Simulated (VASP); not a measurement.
Write the native input for VASP 6.6.1 that does the following.

```
Task                   : single point
Functional             : PBEsol
Potentials or basis    : VASP PAW PBE potentials, release 64 (O)
Cutoff                 : 520 eV
k mesh                 : 16 × 16 × 9
Occupations            : fermi-dirac, width 0.1 eV
Spin                   : no spin polarisation
Dipole correction      : no
Further INCAR settings : ALGO = Normal; EDIFF = 1e-06; NBANDS = 9
```

The structure of O lies in POSCAR:

```
O
1.0
    1.7755912600      0.0000000000      0.0000000000
    0.0000000000      1.7755912600      0.0000000000
    0.0000000000      0.0000000000      3.0530507000
O
1
Direct
    0.0000000000      0.0000000000      0.0000000000
```

The input as run:

INCAR

```
ALGO = Normal
EDIFF = 1E-6
ENCUT = 520
GGA = PS
ISIF = 2
ISMEAR = -1
LASPH = T
LCHARG = F
LREAL = F
LWAVE = F
NBANDS = 9
NELM = 60
PREC = Accurate
SIGMA = 0.1
```

KPOINTS

```
k-points
0
Gamma
  16 16 9
```

Potentials or basis: VASP PAW PBE potentials, release 64 (O).

Run with:

```sh
$ cat potpaw_PBE.64/O/POTCAR > POTCAR
$ mpirun -np 1 vasp_std > vasp.out
```

It gave:

```json
{
  "Pressure": "0.0 GPa",
  "Band gap on the k mesh": "zero (band 3 reaches 4.36 eV, above the bottom of band 4 at -0.76 eV)"
}
```

Caveat: the PAW data sets were made with another functional, which shifts forces and pressure a little.

Wall time 7 s on 1 thread of AMD EPYC 9R14 (Zen 4) (shared host), peak memory 0.09 GiB.
